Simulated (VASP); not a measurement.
Input of a VASP 6.6.1 run:

INCAR

```
PREC = Accurate ; ENCUT = 520
EDIFF = 1E-8 ; ISMEAR = -1
SIGMA = 0.02 ; LREAL = F
LASPH = T ; NELM = 120
ALGO = Normal ; ISIF = 2
LWAVE = F ; LCHARG = F
GGA = PE ; LEFG = T
NBANDS = 33 ; GGA_COMPAT = F
```

KPOINTS

```
regular mesh
0
Gamma
  8 8 6
```

The input POSCAR:

```
ZrO2
1.0
    3.5961000000      0.0000000000      0.0000000000
    0.0000000000      3.5961000000      0.0000000000
    0.0000000000      0.0000000000      5.1770000000
Zr O
2 4
Direct
    0.0000000000      0.0000000000      0.0000000000
    0.5000000000      0.5000000000      0.5000000000
    0.0000000000      0.5000000000      0.2030000000
    0.0000000000      0.5000000000      0.7030000000
    0.5000000000      0.0000000000      0.2970000000
    0.5000000000      0.0000000000      0.7970000000
```

Potentials or basis: VASP PAW PBE potentials, release 64 (Zr_sv, O).

Launch:

```console
$ cat potpaw_PBE.64/Zr_sv/POTCAR potpaw_PBE.64/O/POTCAR > POTCAR
$ mpirun -np 1 vasp_std > vasp.out
```

(1) Predict the band gap on the k mesh.

(2) Estimate the pressure.

(3) Predict the largest force.

Results:

(1) 4.01 eV, indirect (least direct gap 4.12 eV).

(2) 5.6 GPa.

(3) 0.025 eV/Å.

Caveat: without QUAD_EFG the Cq values of the log hold for a quadrupole moment of 1 mb, not for the nuclei.
